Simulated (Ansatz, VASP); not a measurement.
# Bi: VASP beside Ansatz

Contents of INCAR:

```
PREC     = Accurate       # precision mode
ENCUT    = 520            # plane-wave cutoff, eV
EDIFF    = 1E-6           # SCF threshold, eV
ISMEAR   = -1             # smearing method
SIGMA    = 0.03           # smearing width, eV
LREAL    = F              # projectors in reciprocal space
LASPH    = T              # aspherical terms in the spheres
NELM     = 100            # most SCF steps
ALGO     = Normal         # electronic algorithm
ISIF     = 2              # what is computed and relaxed
LWAVE    = F              # write WAVECAR
LCHARG   = F              # write CHGCAR
GGA      = PE             # functional
NBANDS   = 22             # bands
```

Contents of KPOINTS:

```
Automatic mesh
0
Gamma
  9 9 3
```

POSCAR

```
Bi
1.0
    4.4620532262      0.0000000000      0.0000000000
   -2.2310266131      3.8642514470      0.0000000000
    0.0000000000      0.0000000000     11.6284697350
Bi
2
Direct
    0.3333333333      0.6666666667      0.2500000000
    0.6666666667      0.3333333333      0.7500000000
```

Input for Ansatz:

```yaml
crystal:
  lattice:
    - [4.4620532262, 0.0, 0.0]
    - [-2.2310266131, 3.864251447, 0.0]
    - [0.0, 0.0, 11.628469735]
  atoms:
    - { symbol: Bi, position: [0.3333333333, 0.6666666667, 0.25] }
    - { symbol: Bi, position: [0.6666666667, 0.3333333333, 0.75] }
kpoints:
  mp_grid: { grid: [9, 9, 3] }
scf:
  occupations: { method: fermi_dirac, width: 0.03 }
hamiltonian:
  xc: pbe
  pseudopotentials: { kind: all_electron, lapw: { basis_error: 0.0005 } }
output:
  forces: true
  stress: true
  eigenvalues: true
```

Change from the starting cell: volume scaled by 0.95.

Alike in both runs: task single point; functional PBE; k mesh 9 × 9 × 3; occupations fermi-dirac, width 0.03 eV; no spin polarisation.

|  | VASP | Ansatz |
| --- | --- | --- |
| version | VASP 6.6.1 | Ansatz 0.2.0 |
| potentials or method | VASP PAW PBE potentials, release 64 (Bi_d), cutoff 520 eV | all-electron LAPW, scalar-relativistic |

Ansatz gave:

```
pressure (GPa)                                                : -3.5
traceless stress, the component that is largest in VASP (GPa) : 3.16
```

Q: Which values does VASP return?

A: Pressure (GPa): -3.6; traceless stress, the component that is largest in VASP (GPa): 3.16.

Ansatz ran all-electron here, and VASP with PAW potentials.

Spin-orbit coupling is off throughout.
